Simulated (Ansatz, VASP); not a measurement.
## Two plane-wave programs on AlN

```
Al N
1.0
     0.00000    2.20159    2.20159
     2.20159    0.00000    2.20159
     2.20159    2.20159    0.00000
Al N
1 1
Direct
  0.00000 0.00000 0.00000
  0.25000 0.25000 0.25000
```

Alike in both runs: functional PBE; k mesh 10 × 10 × 10; occupations gaussian, width 0.02 eV; no spin polarisation.

Ansatz relaxed the structure, and its values are those at the end. VASP's run is a single point on that final structure, the one shown.

```csv
,VASP,Ansatz
version,VASP 6.6.1,Ansatz 0.2.0
potentials or method,"VASP PAW PBE potentials, release 64 (Al, N), cutoff 600 eV","scalar-relativistic, plane waves, PAW"
valence electrons in the cell,8,8
```

|  | VASP | Ansatz | Ansatz less VASP |
| --- | --- | --- | --- |
| gap on the k mesh at the Fermi level (eV) | 3.31 | 3.31 | +0.007 |
| least direct gap on the mesh (eV) | 3.98 | 3.98 | -0.009 |
| pressure (GPa) | -0.4 | 0.0 | +0.41 |

The functional is the same, so the differences come from potentials, cutoffs and numerics.
